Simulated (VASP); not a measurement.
Here is a VASP 6.6.1 calculation.

POSCAR

```
Na2BrF
1.0
    1.8985840203      1.0961479952      6.1890983128
   -1.8985840203      1.0961479952      6.1890983128
    0.0000000000     -2.1922959904      6.1890983128
F Br Na
1 1 2
Direct
    1.0000000000      0.0000000000      0.0000000000
    0.5000000000      0.5000000000      0.5000000000
    0.2673367675      0.2673367675      0.2673367675
    0.7326632325      0.7326632325      0.7326632325
```

File INCAR.step1:

```
SYSTEM = Na2BrF
  PREC = Accurate
  ENCUT = 520
  ISMEAR = 0
  SIGMA = 0.01
  LREAL = .FALSE.
  LASPH = .TRUE.
  NELM = 80
  NBANDS = 22
  GGA = PE
  ALGO = Normal
  EDIFF = 1E-4
  LWAVE = .TRUE.
  LCHARG = .FALSE.
```

Contents of INCAR.step2:

```
SYSTEM = Na2BrF
  PREC = Accurate
  ENCUT = 520
  EDIFF = 1E-7
  ISMEAR = 0
  SIGMA = 0.01
  LREAL = .FALSE.
  LASPH = .TRUE.
  NELM = 80
  ALGO = Normal
  ISIF = 2
  LWAVE = .FALSE.
  LCHARG = .TRUE.
  METAGGA = R2SCAN
  LMIXTAU = .TRUE.
  LELF = .TRUE.
  LVHAR = .TRUE.
  NBANDS = 22
  ISTART = 1
```

Contents of KPOINTS:

```
regular mesh
0
G
  6 6 6
  0 0 0
```

Potentials or basis: VASP PAW PBE potentials, release 64 (F, Br, Na_pv).

Command:

```console
$ cat potpaw_PBE.64/F/POTCAR potpaw_PBE.64/Br/POTCAR potpaw_PBE.64/Na_pv/POTCAR > POTCAR
$ cp INCAR.step1 INCAR
$ mpirun -np 1 vasp_std > vasp.out
$ cp INCAR.step2 INCAR
$ mpirun -np 1 vasp_std > vasp.out
```

Task: Estimate the band gap on the k mesh.

Result: 3.77 eV, direct.

Task: Estimate the pressure.

Result: -1.2 GPa.

Forces on the atoms (eV/Å):
```
F    0.000  0.000  0.000
Br   0.000  0.000  0.000
Na   0.000  0.000 -0.054
Na   0.000  0.000  0.054
```

Caveat: the PAW data sets were made with another functional, which shifts forces and pressure a little. A k mesh can miss the band edges.
